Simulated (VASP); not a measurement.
Wanted: the native input for a VASP 6.6.1 run.

```
Task                   : single point
Functional             : PBEsol
Potentials or basis    : VASP PAW PBE potentials, release 64 (Ti_sv, Ni)
Cutoff                 : 520 eV
k mesh                 : 14 × 14 × 14
Occupations            : gaussian, width 0.1 eV
Spin                   : no spin polarisation
Dipole correction      : no
Further INCAR settings : ALGO = Normal; EDIFF = 1e-06; NBANDS = 18
```

The structure of TiNi lies in POSCAR:

```
TiNi
1.0
    3.0112878667      0.0000000000      0.0000000000
    0.0000000000      3.0112878667      0.0000000000
    0.0000000000      0.0000000000      3.0112878667
Ti Ni
1 1
Direct
    0.5000000000      0.5000000000      0.5000000000
    0.0000000000      0.0000000000      0.0000000000
```

These files were run (other wordings do the same):

INCAR

```
SYSTEM = TiNi
ALGO = Normal
EDIFF = 1E-6
ENCUT = 520
GGA = PS
ISIF = 2
ISMEAR = 0
LASPH = .True.
LCHARG = .True.
LELF = .True.
LREAL = .False.
LVHAR = .True.
LWAVE = .False.
NBANDS = 18
NELM = 100
PREC = Accurate
SIGMA = 0.1
```

KPOINTS

```
k-points
0
Gamma
  14 14 14
  0 0 0
```

Potentials or basis: VASP PAW PBE potentials, release 64 (Ti_sv, Ni).

Run with:

```console
$ cat potpaw_PBE.64/Ti_sv/POTCAR potpaw_PBE.64/Ni/POTCAR > POTCAR
$ mpirun -np 1 vasp_std > vasp.out
```

It gave:

- Pressure: -6.7 GPa
- Band gap on the k mesh: zero (bands 11 and 12 overlap by 1.69 eV)

Caveat: the cell stands under tension; the PAW data sets were made with another functional, which shifts forces and pressure a little.

Wall time 43 s on 1 thread of Intel(R) Xeon(R) Platinum 8488C (Sapphire Rapids) (shared host), peak memory 0.18 GiB.
